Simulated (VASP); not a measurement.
# Ba (Pm-3m) in VASP: a series of runs

Runs on Ba. Level: revPBE. Tasks: single point, relaxation of cell and atoms.

Everything below comes from runs of VASP 6.6.1. Logs are shortened: lines on timing, memory, paths and dates and some standing lists are left out, and cuts for length are marked.

## 1. The cell of the first run

The structure is cubic, space group Pm-3m (No. 221). The conventional cell has a = 4.097 Å, b = 4.097 Å, c = 4.097 Å, α = 90.00°, β = 90.00°, γ = 90.00°. Within 5.4 Å of Ba (site symmetry m-3m) lie 6 Ba at 4.10 Å.

## 2. Single point, revPBE (volume scaled by 1.04)

INCAR

```
SYSTEM = Ba
  ALGO = Normal
  EDIFF = 1E-6
  ENCUT = 520
  GGA = RE
  ISIF = 2
  ISMEAR = -1
  LASPH = .True.
  LCHARG = .True.
  LELF = .True.
  LREAL = .False.
  LVHAR = .True.
  LWAVE = .False.
  NBANDS = 11
  NELM = 80
  PREC = Accurate
  SIGMA = 0.1
```

KPOINTS

```
k-points
0
Gamma
  9 9 9
  0 0 0
```

POSCAR

```
Ba
1.0
    4.0973557279      0.0000000000      0.0000000000
    0.0000000000      4.0973557279      0.0000000000
    0.0000000000      0.0000000000      4.0973557279
Ba
1
Direct
    0.0000000000      0.0000000000      0.0000000000
```

Potentials or basis: VASP PAW PBE potentials, release 64 (Ba_sv).

On the command line:

```console
$ cat potpaw_PBE.64/Ba_sv/POTCAR > POTCAR
$ mpirun -np 1 vasp_std > vasp.out
```

OUTCAR:

```text
SYSTEM = Ba
   EDIFF = 1E-6
   ENCUT = 520
   GGA = RE
   ISIF = 2
   ISMEAR = -1
   LASPH = .True.
   LREAL = .False.
   NELM = 80
   PREC = Accurate

 ion  position               nearest neighbor table
   1  0.000  0.000  0.000-

  LATTYP: Found a simple cubic cell.
 ALAT       =     4.0973557279

  Lattice vectors:

 A1 = (   4.0973557279,   0.0000000000,   0.0000000000)
 A2 = (   0.0000000000,   4.0973557279,   0.0000000000)
 A3 = (   0.0000000000,   0.0000000000,   4.0973557279)

Analysis of symmetry for initial positions (statically):
=====================================================================
 Subroutine PRICEL returns:
 Original cell was already a primitive cell.

 Routine SETGRP: Setting up the symmetry group for a
 simple cubic supercell.

 Subroutine GETGRP returns: Found 48 space group operations
 (whereof 48 operations were pure point group operations)
 out of a pool of 48 trial point group operations.

The static configuration has the point symmetry O_h .

Analysis of symmetry for dynamics (positions and initial velocities):
=====================================================================
 Subroutine PRICEL returns:
 Original cell was already a primitive cell.

 Routine SETGRP: Setting up the symmetry group for a
 simple cubic supercell.

 Subroutine GETGRP returns: Found 48 space group operations
 (whereof 48 operations were pure point group operations)
 out of a pool of 48 trial point group operations.

The dynamic configuration has the point symmetry O_h .

 Subroutine INISYM returns: Found 48 space group operations
 (whereof 48 operations are pure point group operations),
 and found     1 'primitive' translations

----------------------------------------------------------------------------------------

                                     Primitive cell

  volume of cell :      68.7877

  direct lattice vectors                    reciprocal lattice vectors
     4.097355728  0.000000000  0.000000000     0.244059844  0.000000000  0.000000000
     0.000000000  4.097355728  0.000000000     0.000000000  0.244059844  0.000000000
     0.000000000  0.000000000  4.097355728     0.000000000  0.000000000  0.244059844

  length of vectors
     4.097355728  4.097355728  4.097355728     0.244059844  0.244059844  0.244059844
[... 80 lines left out ...]
   LREAL  =      F    real-space projection
   EDIFFG = 0.1E-04   stopping-criterion for IOM
   NSW    =      0    number of steps for IOM
   IBRION =     -1    ionic relax: 0-MD 1-quasi-New 2-CG
   NFREE  =      0    steps in history (QN), initial steepest desc. (CG)
   ISIF   =      2    stress and relaxation
   ISYM   =      2    0-nonsym 1-usesym 2-fastsym
   POTIM  = 0.5000    time-step for ionic-motion
   TEBEG  =    0.0;   TEEND  =   0.0 temperature during run
   PSTRESS=    0.0 pullay stress
   NELECT =      10.0000    total number of electrons
   NUPDOWN=      -1.0000    fix difference up-down
   EMIN   =  10.00;   EMAX   =-10.00  energy-range for DOS
   EFERMI =   0.00;   METHOD = LEGACY
   ISMEAR =    -1;   SIGMA  =   0.10  broadening in eV -4-tet -1-fermi 0-gaus
   EFERMI_NEDOS =   21; number of points for ismear=-14 and -15
   IALGO  =     38    algorithm
   IMIX   =      4    mixing-type and parameters
     AMIX     =   0.40;   BMIX     =  1.00
     AMIX_MAG =   1.60;   BMIX_MAG =  1.00
  volume/ion in A,a.u.               =      68.79       464.20
  Fermi-wavevector in a.u.,A,eV,Ry     =   0.860804  1.626685 10.081703  0.740984
  Thomas-Fermi vector in A             =   1.978364
   LORBIT       =      0    0 simple, 1 ext, 2 COOP (PROOUT), +10 PAW based schemes
   GGA     = RE    functional components
   LHFCALC =     F    Hartree Fock is set to
   AEXX    =    0.0000 exact exchange contribution
   IVDW    =     0    specifies the selected vdW correction
   LEPSILON=     F    determine dielectric tensor
   LRPA    =     F    only Hartree local field effects (RPA)
 non-spin polarized calculation
  energy-cutoff  :      520.00
  volume of cell :       68.79
 maximum number of plane-waves:      1875
   NGX = 15   NGY = 15   NGZ = 15

 number of electron      10.0000001 magnetization

 Free energy of the ion-electron system (eV)
  ---------------------------------------------------
  ext. energy  EPLUGINS =         0.00000000
  ---------------------------------------------------
  free energy    TOTEN  =        -1.41712142 eV

  energy without entropy =       -1.37847013  energy(sigma->0) =       -1.39779578

 E-fermi :   1.4015     XC(G=0):  -7.0331

 val. band max:        1.3914297882   @ k =   0.4444   0.4444   0.4444
 cond. band min:       1.5123149625   @ k =   0.4444   0.2222   0.0000
 fundamental gap:      0.1208851743
 Fermi energy:         1.4015458940

 k-point     1 :       0.0000    0.0000    0.0000
  band No.  band energies     occupation
      1     -27.9451      2.00000
      2     -12.8748      2.00000
      3     -12.8748      2.00000
      4     -12.8748      2.00000
      5      -1.1472      2.00000
      6       1.5194      0.47072
      7       1.5194      0.47072
      8       5.7378      0.00000
      9       5.7378      0.00000
     10       5.7378      0.00000
     11       8.3757      0.00000
[... 309 lines left out ...]
 k-point    24 :       0.4444    0.3333    0.1111
  band No.  band energies     occupation
      1     -27.8769      2.00000
      2     -13.3073      2.00000
      3     -13.1911      2.00000
      4     -12.8548      2.00000
      5       0.9155      1.98463
      6       1.9456      0.00863
      7       3.1834      0.00000
      8       3.3638      0.00000
      9       4.4932      0.00000
     10       4.9813      0.00000
     11       7.3249      0.00000

 [... further k-points ...]

------------------------ aborting loop because EDIFF is reached ----------------------------------------

  FORCE on cell =-STRESS in cart. coord.  units (eV):
  Direction    XX          YY          ZZ          XY          YZ          ZX
  --------------------------------------------------------------------------------------
  -------------------------------------------------------------------------------------
  Total       -0.0639738     -0.0639738     -0.0639738     -0.0000000      0.0000000     -0.0000000
  in kB       -1.4900530     -1.4900530     -1.4900530     -0.0000000      0.0000000     -0.0000000
  external PRESSURE =      -1.4900530 kB  Pullay stress =       0.0000000 kB

 VOLUME and BASIS-vectors are now :
 -----------------------------------------------------------------------------
  energy-cutoff  :      520.00
  volume of cell :       68.79
      direct lattice vectors                 reciprocal lattice vectors
     4.097355728  0.000000000  0.000000000     0.244059844  0.000000000  0.000000000
     0.000000000  4.097355728  0.000000000     0.000000000  0.244059844  0.000000000
     0.000000000  0.000000000  4.097355728     0.000000000  0.000000000  0.244059844

 POSITION                                       TOTAL-FORCE (eV/Angst)
 -----------------------------------------------------------------------------------
      0.00000      0.00000      0.00000         0.000000      0.000000      0.000000
 -----------------------------------------------------------------------------------
    total drift:                               -0.000000      0.000000     -0.000000

  FREE ENERGIE OF THE ION-ELECTRON SYSTEM (eV)
  ---------------------------------------------------
  free  energy   TOTEN  =        -1.4171214189 eV

  energy  without entropy=       -1.3784701349  energy(sigma->0) =       -1.39779578
```

stdout:

```text
POSCAR found type information on POSCAR Ba
 POSCAR found :  1 types and       1 ions
 scaLAPACK will be used
 -----------------------------------------------------------------------------
|                                                                             |
|                                                                             |
|     You enforced a specific xc type in the INCAR file but a different       |
|     I HOPE YOU KNOW WHAT YOU ARE DOING!                                     |
|                                                                             |
 -----------------------------------------------------------------------------

 LDA part: xc-table for (Slater+PW92), standard interpolation
 POSCAR, INCAR and KPOINTS ok, starting setup
 FFT: planning ... GRIDC
 FFT: planning ... GRID_SOFT
 FFT: planning ... GRID
 WAVECAR not read
 entering main loop
```

Wall time 8.6 s (1 thread of Intel Xeon 6975P-C (Granite Rapids), shared host); peak memory 0.17 GiB.

Results:

```yaml
Free_energy: -1.4171 eV
Pressure: -0.1 GPa
Band_gap_on_the_k_mesh: 0.12 eV, indirect (least direct gap 0.13 eV)
```

Levels at points of the mesh, in eV from the valence-band top:
```tsv
k point	band 1	band 2	band 3	band 4	band 5	band 6	band 7	band 8	band 9	band 10
(0.00, 0.00, 0.00)	-29.34	-14.27	-14.27	-14.27	-2.54	0.13	0.13	4.35	4.35	4.35
```

Caveat: the cell differs from its parent crystal (volume scaled by 1.04); the PAW data sets were made with another functional, which shifts forces and pressure a little; spin-orbit coupling is left out, which moves the levels of the heavy elements. A k mesh can miss the band edges.

## 3. Single point, revPBE (volume scaled by 1.08)

INCAR

```
ALGO = Normal ; EDIFF = 1E-6
ENCUT = 520 ; GGA = RE
ISIF = 2 ; ISMEAR = -1
LASPH = T ; LCHARG = F
LREAL = F ; LWAVE = F
NBANDS = 11 ; NELM = 60
PREC = Accurate ; SIGMA = 0.1
```

KPOINTS

```
k-points
0
Gamma
  9 9 9
```

POSCAR

```
Ba
1.0
    4.1492264968      0.0000000000      0.0000000000
    0.0000000000      4.1492264968      0.0000000000
    0.0000000000      0.0000000000      4.1492264968
Ba
1
Direct
    0.0000000000      0.0000000000      0.0000000000
```

Potentials or basis: VASP PAW PBE potentials, release 64 (Ba_sv).

On the command line:

```console
$ cat potpaw_PBE.64/Ba_sv/POTCAR > POTCAR
$ mpirun -np 1 vasp_std > vasp.out
```

Run time: 6.6 s. Hardware: 1 thread of Intel Xeon 6975P-C (Granite Rapids), shared host; peak memory 0.18 GiB.

It converged, with:

- Free energy: -1.4130 eV
- Pressure: -0.3 GPa

Levels at points of the mesh, in eV from the Fermi level:
```tsv
k point	band 2	band 3	band 4	band 5	band 6	band 7	band 8	band 9
(0.00, 0.00, 0.00)	-14.35	-14.35	-14.35	-2.53	0.13	0.13	4.18	4.18
```

Caveat: the cell differs from its parent crystal (volume scaled by 1.08); the PAW data sets were made with another functional, which shifts forces and pressure a little; spin-orbit coupling is left out, which moves the levels of the heavy elements.

## 4. Single point, revPBE (volume scaled by 1.12)

INCAR

```
ALGO = Normal ; EDIFF = 1E-6
ENCUT = 520 ; GGA = RE
ISIF = 2 ; ISMEAR = -1
LASPH = T ; LCHARG = T
LELF = T ; LREAL = F
LVHAR = T ; LWAVE = F
NBANDS = 11 ; NELM = 80
PREC = Accurate ; SIGMA = 0.1
```

KPOINTS is that of step 3.

POSCAR

```
Ba
1.0
    4.1998318073      0.0000000000      0.0000000000
    0.0000000000      4.1998318073      0.0000000000
    0.0000000000      0.0000000000      4.1998318073
Ba
1
Direct
    0.0000000000      0.0000000000      0.0000000000
```

On the command line:

```console
$ cat potpaw_PBE.64/Ba_sv/POTCAR > POTCAR
$ mpirun -np 1 vasp_std > vasp.out
```

It took 7.4 s on 1 thread of Intel Xeon 6975P-C (Granite Rapids), shared host; peak memory 0.18 GiB.

The run converged. Its results:

| Item | Value |
| --- | --- |
| Free energy | -1.4059 eV |
| Pressure | -0.5 GPa |

Levels at points of the mesh, in eV from the Fermi level:
| k point | band 1 | band 2 | band 3 | band 4 | band 5 | band 6 | band 7 | band 8 | band 9 | band 10 |
| --- | --- | --- | --- | --- | --- | --- | --- | --- | --- | --- |
| (0.00, 0.00, 0.00) | -29.44 | -14.41 | -14.41 | -14.41 | -2.52 | 0.14 | 0.14 | 4.03 | 4.03 | 4.03 |

Caveat: the cell differs from its parent crystal (volume scaled by 1.12); the PAW data sets were made with another functional, which shifts forces and pressure a little; spin-orbit coupling is left out, which moves the levels of the heavy elements.

## 5. Single point, revPBE

This run uses another cell than the first one, of 66.14 Å³/atom, 0.962 times its volume.

INCAR

```
SYSTEM = Ba
  PREC = Accurate
  ENCUT = 520
  EDIFF = 1E-6
  ISMEAR = -1
  SIGMA = 0.1
  LREAL = .False.
  LASPH = .True.
  NELM = 60
  ALGO = Normal
  ISIF = 2
  LWAVE = .False.
  LCHARG = .False.
  GGA = RE
  NBANDS = 11
```

KPOINTS

```
Automatic mesh
0
Gamma
  13 13 13
  0 0 0
```

POSCAR

```
Ba
1.0
    4.0441372922      0.0000000000      0.0000000000
    0.0000000000      4.0441372922      0.0000000000
    0.0000000000      0.0000000000      4.0441372922
Ba
1
Direct
    0.0000000000      0.0000000000      0.0000000000
```

On the command line:

```console
$ cat potpaw_PBE.64/Ba_sv/POTCAR > POTCAR
$ mpirun -np 1 vasp_std > vasp.out
```

Run time: 17 s. Hardware: 1 thread of Intel Xeon 6975P-C (Granite Rapids), shared host; peak memory 0.2 GiB.

The run converged. Its results:

| Quantity | Value |
| --- | --- |
| Free energy | -1.4171 eV |
| Pressure | 0.1 GPa |
| Band gap on the k mesh | 0.06 eV, direct |

Levels at points of the mesh, in eV from the valence-band top:
| k point | band 3 | band 4 | band 5 | band 6 | band 7 | band 8 |
| --- | --- | --- | --- | --- | --- | --- |
| (0.00, 0.00, 0.00) | -14.18 | -14.18 | -2.54 | 0.12 | 0.12 | 4.53 |

Caveat: the PAW data sets were made with another functional, which shifts forces and pressure a little; spin-orbit coupling is left out, which moves the levels of the heavy elements.

## 6. Relaxation of cell and atoms, revPBE

This run uses another cell than the first one, of 67.50 Å³/atom, 0.981 times its volume.

INCAR

```
ALGO = Normal
EDIFF = 1E-6
EDIFFG = -0.01
ENCUT = 600
GGA = RE
IBRION = 2
ISIF = 3
ISMEAR = -1
LASPH = T
LCHARG = F
LREAL = F
LWAVE = F
NELM = 100
NSW = 80
PREC = Accurate
SIGMA = 0.1
```

KPOINTS

```
k-points
0
Gamma
  8 8 8
```

POSCAR

```
Ba
1.0
    4.0716264249      0.0000000000      0.0000000000
    0.0000000000      4.0716264249      0.0000000000
    0.0000000000      0.0000000000      4.0716264249
Ba
1
Direct
    0.0000000000      0.0000000000      0.0000000000
```

Potentials or basis: VASP PAW PBE potentials, release 64 (Ba_sv).

On the command line:

```console
$ cat potpaw_PBE.64/Ba_sv/POTCAR > POTCAR
$ mpirun -np 1 vasp_std > vasp.out
```

Wall time 20 s (1 thread of Intel Xeon 6975P-C (Granite Rapids), shared host); peak memory 0.21 GiB.

Results (log left out):

| Item | Value |
| --- | --- |
| Free energy | -1.4167 eV |
| Relaxed volume | 67.05 Å³/atom |
| Relaxed cell | a = 4.062 Å, b = 4.062 Å, c = 4.062 Å, α = 90.00°, β = 90.00°, γ = 90.00° |
| Space group after relaxing (to 0.05 Å) | Pm-3m (No. 221) |
| Energy gained by relaxing | 0.1 meV/atom |
| Ionic steps | 3 |
| Pressure after relaxing | 0.0 GPa |
| Band gap on the k mesh | zero (filled and empty bands touch) |

Final structure:
```
Ba
1.0
     4.06247    0.00000    0.00000
     0.00000    4.06247    0.00000
     0.00000    0.00000    4.06247
Ba
1
Direct
  0.00000 0.00000 0.00000
```

Levels at points of the mesh, in eV from the Fermi level:
```tsv
k point	band 1	band 2	band 3	band 4	band 5	band 6	band 7	band 8	band 9
(0.00, 0.00, 0.00)	-29.31	-14.22	-14.22	-14.22	-2.55	0.11	0.11	4.45	4.45
(0.50, 0.00, 0.00)	-29.27	-14.77	-14.17	-14.17	-0.74	0.58	0.64	2.46	2.46
(0.50, 0.50, 0.00)	-29.22	-14.69	-14.69	-14.12	-0.87	0.64	2.90	2.90	2.99
(0.50, 0.50, 0.50)	-29.18	-14.62	-14.62	-14.62	0.02	0.02	0.02	3.79	5.89
```

Caveat: the PAW data sets were made with another functional, which shifts forces and pressure a little; spin-orbit coupling is left out, which moves the levels of the heavy elements.

## 7. Overview

```tsv
task	cell	k mesh	cutoff (eV)	gap on the mesh (eV)	pressure (GPa)
single point	a = 4.097 Å, 1 atom	9 × 9 × 9	520	0.12	-0.1
single point	a = 4.149 Å, 1 atom	9 × 9 × 9	520	-	-0.3
single point	a = 4.200 Å, 1 atom	9 × 9 × 9	520	-	-0.5
single point	a = 4.044 Å, 1 atom	13 × 13 × 13	520	0.06	0.1
relaxation of cell and atoms	relaxed from a = 4.072 Å, 1 atom	8 × 8 × 8	600	none	0.0
```

Alike in all rows: level revPBE; potentials or basis VASP PAW PBE potentials, release 64 (Ba_sv); no spin polarisation; smearing fermi-dirac 0.1 eV.

Caveats: the PAW data sets were made with another functional, which shifts forces and pressure a little; spin-orbit coupling is left out, which moves the levels of the heavy elements.

Absolute energies hang on the potentials; compare differences alone.
